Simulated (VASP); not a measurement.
# NaI in VASP: further runs

The runs below take NaI through electric field gradients, with LDA.

All numbers are computed with VASP 6.6.1; they aren't measurements. Logs are shortened: lines on timing, memory, paths and dates and some standing lists are left out, and cuts for length are marked.

## 1. The cell of the first run

The structure is tetragonal, space group I4/mmm (No. 139). The conventional cell has a = 4.668 Å, b = 4.668 Å, c = 6.473 Å, α = 90.00°, β = 90.00°, γ = 90.00°. Na (site symmetry 4/mmm) has 6 I at 3.24 to 3.30 Å within 4.3 Å. I (site symmetry 4/mmm) has 6 Na at 3.24 to 3.30 Å within 4.3 Å.

## 2. Electric field gradients, LDA (equal xx and yy strain of +2 %)

INCAR

```
SYSTEM = NaI
PREC = Accurate ; ENCUT = 520
EDIFF = 1E-8 ; ISMEAR = -1
SIGMA = 0.02 ; LREAL = .FALSE.
LASPH = .TRUE. ; NELM = 80
ALGO = Normal ; ISIF = 2
LWAVE = .FALSE. ; LCHARG = .FALSE.
LEFG = .TRUE. ; NBANDS = 14
```

KPOINTS

```
Automatic mesh
0
G
  8 8 8
  0 0 0
```

POSCAR

```
NaI
1.0
    0.0000000000      3.3011280000      3.2364000000
    3.3011280000      0.0000000000      3.2364000000
    3.3011280000      3.3011280000      0.0000000000
Na I
1 1
Direct
    0.0000000000      0.0000000000      0.0000000000
    0.5000000000      0.5000000000      0.5000000000
```

Potentials or basis: VASP PAW LDA potentials, release 64 (Na_pv, I).

Started as:

```sh
cat potpaw_LDA.64/Na_pv/POTCAR potpaw_LDA.64/I/POTCAR > POTCAR
mpirun -np 1 vasp_std > vasp.out
```

OUTCAR:

```text
SYSTEM = NaI
   PREC = Accurate
   ENCUT = 520
   EDIFF = 1E-8
   ISMEAR = -1
   LREAL = .FALSE.
   LASPH = .TRUE.
   NELM = 80
   ISIF = 2

 ion  position               nearest neighbor table
   1  0.000  0.000  0.000-
   2  0.500  0.500  0.500-

  LATTYP: Found a body centered tetragonal cell.
 ALAT       =     4.6684999887
 C/A-ratio  =     1.3864838847

  Lattice vectors:

 A1 = (   0.0000000000,  -3.3011280000,  -3.2364000000)
 A2 = (   0.0000000000,   3.3011280000,  -3.2364000000)
 A3 = (   3.3011280000,   0.0000000000,   3.2364000000)

Analysis of symmetry for initial positions (statically):
=====================================================================
 Subroutine PRICEL returns:
 Original cell was already a primitive cell.

 Routine SETGRP: Setting up the symmetry group for a
 body centered tetragonal supercell.

 Subroutine GETGRP returns: Found 16 space group operations
 (whereof 16 operations were pure point group operations)
 out of a pool of 16 trial point group operations.

The static configuration has the point symmetry D_4h.

Analysis of symmetry for dynamics (positions and initial velocities):
=====================================================================
 Subroutine PRICEL returns:
 Original cell was already a primitive cell.

 Routine SETGRP: Setting up the symmetry group for a
 body centered tetragonal supercell.

 Subroutine GETGRP returns: Found 16 space group operations
 (whereof 16 operations were pure point group operations)
 out of a pool of 16 trial point group operations.

The dynamic configuration has the point symmetry D_4h.

 Subroutine INISYM returns: Found 16 space group operations
 (whereof 16 operations are pure point group operations),
 and found     1 'primitive' translations

----------------------------------------------------------------------------------------

                                     Primitive cell

  volume of cell :      70.5370

  direct lattice vectors                    reciprocal lattice vectors
     0.000000000  3.301128000  3.236400000    -0.151463379  0.151463379  0.154492646
     3.301128000  0.000000000  3.236400000     0.151463379 -0.151463379  0.154492646
[... 135 lines left out ...]
 val. band max:        0.3579323050   @ k =   0.0000   0.0000   0.0000
 cond. band min:       3.5958899573   @ k =   0.0000   0.0000   0.0000
 fundamental gap:      3.2379576523
 Fermi energy:         0.7543034531

 k-point     1 :       0.0000    0.0000    0.0000
  band No.  band energies     occupation
      1     -22.0846      2.00000
      2     -22.0846      2.00000
      3     -22.0836      2.00000
      4     -10.6381      2.00000
      5       0.3300      2.00000
      6       0.3579      2.00000
      7       0.3579      2.00000
      8       3.5959      0.00000
      9       8.1001      0.00000
     10       8.1001      0.00000
     11       8.2249      0.00000
     12       9.8404      0.00000
     13      10.0509      0.00000
     14      10.5060      0.00000
[... 377 lines left out ...]
      1     -22.0876      2.00000
      2     -22.0851      2.00000
      3     -22.0843      2.00000
      4     -10.4129      2.00000
      5      -1.3153      2.00000
      6      -0.0210      2.00000
      7       0.0299      2.00000
      8       5.4963      0.00000
      9       7.1335      0.00000
     10       7.6535      0.00000
     11       8.2774      0.00000
     12      10.0724      0.00000
     13      11.0758      0.00000
     14      11.2756      0.00000

 [... further k-points ...]

------------------------ aborting loop because EDIFF is reached ----------------------------------------

  FORCE on cell =-STRESS in cart. coord.  units (eV):
  Direction    XX          YY          ZZ          XY          YZ          ZX
  --------------------------------------------------------------------------------------
  -------------------------------------------------------------------------------------
  Total       -0.9491923     -0.9491923     -0.8174714      0.0000000     -0.0000000     -0.0000000
  in kB      -21.5599554    -21.5599554    -18.5680481      0.0000000     -0.0000000     -0.0000000
  external PRESSURE =     -20.5626529 kB  Pullay stress =       0.0000000 kB

 VOLUME and BASIS-vectors are now :
 -----------------------------------------------------------------------------
  energy-cutoff  :      520.00
  volume of cell :       70.54
      direct lattice vectors                 reciprocal lattice vectors
     0.000000000  3.301128000  3.236400000    -0.151463379  0.151463379  0.154492646
     3.301128000  0.000000000  3.236400000     0.151463379 -0.151463379  0.154492646
     3.301128000  3.301128000  0.000000000     0.151463379  0.151463379 -0.154492646

 POSITION                                       TOTAL-FORCE (eV/Angst)
 -----------------------------------------------------------------------------------
      0.00000      0.00000      0.00000        -0.000000      0.000000      0.000000
      3.30113      3.30113      3.23640         0.000000     -0.000000      0.000000
 -----------------------------------------------------------------------------------
    total drift:                                0.000000      0.000000      0.000000

  FREE ENERGIE OF THE ION-ELECTRON SYSTEM (eV)
  ---------------------------------------------------
  free  energy   TOTEN  =        -5.9494376993 eV

  energy  without entropy=       -5.9494376993  energy(sigma->0) =       -5.94943770

 Electric field gradients (V/A^2)
---------------------------------------------------------------------
 ion       V_xx      V_yy      V_zz      V_xy      V_xz      V_yz
---------------------------------------------------------------------
   1       0.606     0.606    -1.213    -0.001    -0.001    -0.001
   2      -1.511    -1.511     3.022    -0.000    -0.000    -0.000
---------------------------------------------------------------------

 Electric field gradients after diagonalization (V/A^2)
 (convention: |V_zz| > |V_xx| > |V_yy|)
----------------------------------------------------------------------
 ion       V_xx      V_yy      V_zz     asymmetry (V_yy - V_xx)/ V_zz
----------------------------------------------------------------------
   1       0.607     0.606    -1.213       0.001
   2      -1.511    -1.511     3.022       0.000
----------------------------------------------------------------------

           NMR quadrupolar parameters

 Cq : quadrupolar parameter    Cq=e*Q*V_zz/h
 eta: asymmetry parameters     (V_yy - V_xx)/ V_zz
 Q  : nuclear electric quadrupole moment in mb (millibarn)
----------------------------------------------------------------------
 ion       Cq(MHz)       eta       Q (mb)
----------------------------------------------------------------------
   1      -0.003       0.001       1.000
   2       0.007       0.000       1.000
----------------------------------------------------------------------
```

OSZICAR:

```text
N       E                     dE             d eps       ncg     rms          rms(c)
DAV:   1     0.806997282664E+02    0.80700E+02   -0.65553E+03  1652   0.873E+02
DAV:   2     0.261030412614E+00   -0.80439E+02   -0.75299E+02  1748   0.213E+02
DAV:   3    -0.588323319635E+01   -0.61443E+01   -0.61076E+01  2084   0.581E+01
DAV:   4    -0.603032845132E+01   -0.14710E+00   -0.14705E+00  2162   0.923E+00
DAV:   5    -0.603340520874E+01   -0.30768E-02   -0.30767E-02  2218   0.127E+00    0.157E+00
DAV:   6    -0.596557699219E+01    0.67828E-01   -0.67815E-02  2012   0.165E+00    0.102E+00
DAV:   7    -0.594999958153E+01    0.15577E-01   -0.48243E-02  2136   0.117E+00    0.501E-01
DAV:   8    -0.594950366892E+01    0.49591E-03   -0.33048E-03  1952   0.482E-01    0.116E-01
DAV:   9    -0.594943880214E+01    0.64867E-04   -0.16807E-04  2096   0.117E-01    0.365E-02
DAV:  10    -0.594943786951E+01    0.93263E-06   -0.24303E-05  2316   0.503E-02    0.711E-03
DAV:  11    -0.594943768966E+01    0.17985E-06   -0.13232E-06  2154   0.135E-02    0.465E-03
DAV:  12    -0.594943769933E+01   -0.96677E-08   -0.68723E-08  2164   0.254E-03
   1 F= -.59494377E+01 E0= -.59494377E+01  d E =-.174673E-10
```

stdout:

```text
POSCAR found type information on POSCAR NaI
 POSCAR found :  2 types and       2 ions
 scaLAPACK will be used
 LDA part: xc-table for (Slater(with rela. corr.)+CA(PZ))
 , standard interpolation
 POSCAR, INCAR and KPOINTS ok, starting setup
 FFT: planning ... GRIDC
 FFT: planning ... GRID_SOFT
 FFT: planning ... GRID
 WAVECAR not read
 entering main loop
ion   1

ion   2
```

Wall time 25 s (1 thread of Intel Xeon Platinum 8488C (Sapphire Rapids), shared host); peak memory 0.2 GiB.

Results:

```yaml
Free_energy: -5.9494 eV
Pressure: -2.1 GPa
Band_gap_on_the_k_mesh: 3.24 eV
Largest_electric_field_gradient_by_atom: Na -1.2; I +3.0 V/Å²
```

Stress tensor (GPa, compression positive):
```
-2.16  0.00  0.00
 0.00 -2.16  0.00
 0.00  0.00 -1.86
```

Electric field gradients, principal values (V/Å²):
```csv
atom,least,middle,greatest (by size)
1 Na,0.606,0.607,-1.213
2 I,-1.511,-1.511,3.022
```

Caveat: the cell differs from its parent crystal (equal xx and yy strain of +2 %); without QUAD_EFG the Cq values of the log hold for a quadrupole moment of 1 mb, not for the nuclei; spin-orbit coupling is left out, which moves the levels of the heavy elements.

## 3. Electric field gradients, LDA (equal xy, yz and zx shear strains of -2 %)

INCAR

```
PREC = Accurate ; ENCUT = 520
EDIFF = 1E-8 ; ISMEAR = -1
SIGMA = 0.02 ; LREAL = F
LASPH = T ; NELM = 60
ALGO = Normal ; ISIF = 2
LWAVE = F ; LCHARG = F
GGA = CA ; LEFG = T
NBANDS = 14
```

KPOINTS

```
regular mesh
0
Gamma
  8 8 8
```

POSCAR

```
NaI
1.0
   -0.0647280000      3.2040360000      3.2040360000
    3.2040360000     -0.0647280000      3.2040360000
    3.2040360000      3.2040360000     -0.0647280000
Na I
1 1
Direct
    0.0000000000      0.0000000000      0.0000000000
    0.5000000000      0.5000000000      0.5000000000
```

Potentials or basis: VASP PAW LDA potentials, release 64 (Na_pv, I).

Started as:

```sh
cat potpaw_LDA.64/Na_pv/POTCAR potpaw_LDA.64/I/POTCAR > POTCAR
mpirun -np 1 vasp_std > vasp.out
```

OUTCAR:

```text
PREC = Accurate
   ENCUT = 520
   EDIFF = 1E-8
   ISMEAR = -1
   LREAL = F
   LASPH = T
   NELM = 60
   ISIF = 2
   GGA = CA

 ion  position               nearest neighbor table
   1  0.000  0.000  0.000-
   2  0.500  0.500  0.500-

  LATTYP: Found a trigonal (rhomboedric) cell.
 ALAT       =     4.5316534612
 COS(alpha) =     0.4797000918

  Lattice vectors:

 A1 = (  -0.0647280000,   3.2040360000,   3.2040360000)
 A2 = (   3.2040360000,  -0.0647280000,   3.2040360000)
 A3 = (   3.2040360000,   3.2040360000,  -0.0647280000)

Analysis of symmetry for initial positions (statically):
=====================================================================
 Subroutine PRICEL returns:
 Original cell was already a primitive cell.

 Routine SETGRP: Setting up the symmetry group for a
 trigonal (rhombohedral) supercell.

 Subroutine GETGRP returns: Found 12 space group operations
 (whereof 12 operations were pure point group operations)
 out of a pool of 12 trial point group operations.

The static configuration has the point symmetry D_3d.

Analysis of symmetry for dynamics (positions and initial velocities):
=====================================================================
 Subroutine PRICEL returns:
 Original cell was already a primitive cell.

 Routine SETGRP: Setting up the symmetry group for a
 trigonal (rhombohedral) supercell.

 Subroutine GETGRP returns: Found 12 space group operations
 (whereof 12 operations were pure point group operations)
 out of a pool of 12 trial point group operations.

The dynamic configuration has the point symmetry D_3d.

 Subroutine INISYM returns: Found 12 space group operations
[... 549 lines left out ...]
      5      -0.9902      2.00000
      6       0.1759      2.00000
      7       0.4302      2.00000
      8       5.8613      0.00000
      9       7.7418      0.00000
     10       7.9521      0.00000
     11       8.3491      0.00000
     12       9.5551      0.00000
     13      11.6551      0.00000
     14      11.7073      0.00000

 [... further k-points ...]

------------------------ aborting loop because EDIFF is reached ----------------------------------------

  FORCE on cell =-STRESS in cart. coord.  units (eV):
  Direction    XX          YY          ZZ          XY          YZ          ZX
  --------------------------------------------------------------------------------------
  -------------------------------------------------------------------------------------
  Total       -0.6862857     -0.6862857     -0.6862857      0.0565075      0.0565075      0.0565075
  in kB      -16.2229624    -16.2229624    -16.2229624      1.3357688      1.3357688      1.3357688
  external PRESSURE =     -16.2229624 kB  Pullay stress =       0.0000000 kB

 VOLUME and BASIS-vectors are now :
 -----------------------------------------------------------------------------
  energy-cutoff  :      520.00
  volume of cell :       67.78
      direct lattice vectors                 reciprocal lattice vectors
    -0.064728000  3.204036000  3.204036000    -0.151402169  0.154523863  0.154523863
     3.204036000 -0.064728000  3.204036000     0.154523863 -0.151402169  0.154523863
     3.204036000  3.204036000 -0.064728000     0.154523863  0.154523863 -0.151402169

 POSITION                                       TOTAL-FORCE (eV/Angst)
 -----------------------------------------------------------------------------------
      0.00000      0.00000      0.00000        -0.000000      0.000000      0.000000
      3.17167      3.17167      3.17167         0.000000     -0.000000     -0.000000
 -----------------------------------------------------------------------------------
    total drift:                                0.000000      0.000000      0.000000

  FREE ENERGIE OF THE ION-ELECTRON SYSTEM (eV)
  ---------------------------------------------------
  free  energy   TOTEN  =        -5.9803564357 eV

  energy  without entropy=       -5.9803564357  energy(sigma->0) =       -5.98035644

 Electric field gradients (V/A^2)
---------------------------------------------------------------------
 ion       V_xx      V_yy      V_zz      V_xy      V_xz      V_yz
---------------------------------------------------------------------
   1       0.000    -0.000    -0.000     0.252     0.252     0.252
   2      -0.000    -0.000     0.000    -8.942    -8.942    -8.942
---------------------------------------------------------------------

 Electric field gradients after diagonalization (V/A^2)
 (convention: |V_zz| > |V_xx| > |V_yy|)
----------------------------------------------------------------------
 ion       V_xx      V_yy      V_zz     asymmetry (V_yy - V_xx)/ V_zz
----------------------------------------------------------------------
   1      -0.252    -0.252     0.504       0.000
   2       8.942     8.942   -17.884       0.000
----------------------------------------------------------------------

           NMR quadrupolar parameters

 Cq : quadrupolar parameter    Cq=e*Q*V_zz/h
 eta: asymmetry parameters     (V_yy - V_xx)/ V_zz
 Q  : nuclear electric quadrupole moment in mb (millibarn)
----------------------------------------------------------------------
 ion       Cq(MHz)       eta       Q (mb)
----------------------------------------------------------------------
   1       0.001       0.000       1.000
   2      -0.043       0.000       1.000
----------------------------------------------------------------------
```

Run time: 27 s. Hardware: 1 thread of Intel Xeon Platinum 8488C (Sapphire Rapids), shared host; peak memory 0.2 GiB.

What came out:

- Free energy: -5.9804 eV
- Pressure: -1.6 GPa
- Band gap on the k mesh: 3.26 eV
- Largest electric field gradient by atom: Na +0.5; I -17.9 V/Å²

Stress tensor (GPa, compression positive):
```
-1.62  0.13  0.13
 0.13 -1.62  0.13
 0.13  0.13 -1.62
```

Levels at points of the mesh, in eV from the valence-band top:
```csv
k point,band 4,band 5,band 6,band 7,band 8,band 9,band 10,band 11
"(0.00, 0.00, 0.00)",-11.17,-0.13,-0.13,0.00,3.26,7.60,7.60,7.95
"(0.50, 0.00, 0.00)",-10.86,-2.34,-0.38,-0.31,4.80,7.14,7.35,8.36
"(0.50, 0.50, 0.00)",-10.77,-2.04,-0.91,-0.78,4.17,5.30,9.50,10.89
"(0.50, 0.50, 0.50)",-10.83,-2.31,-0.44,-0.44,4.70,7.05,7.05,8.44
```

Electric field gradients, principal values (V/Å²):
```
atom   least  middle  greatest (by size)
1 Na  -0.252  -0.252               0.504
 2 I   8.942   8.942             -17.884
```

Caveat: the cell differs from its parent crystal (equal xy, yz and zx shear strains of -2 %); without QUAD_EFG the Cq values of the log hold for a quadrupole moment of 1 mb, not for the nuclei; spin-orbit coupling is left out, which moves the levels of the heavy elements.

(Part 1 of 2 ends here.)
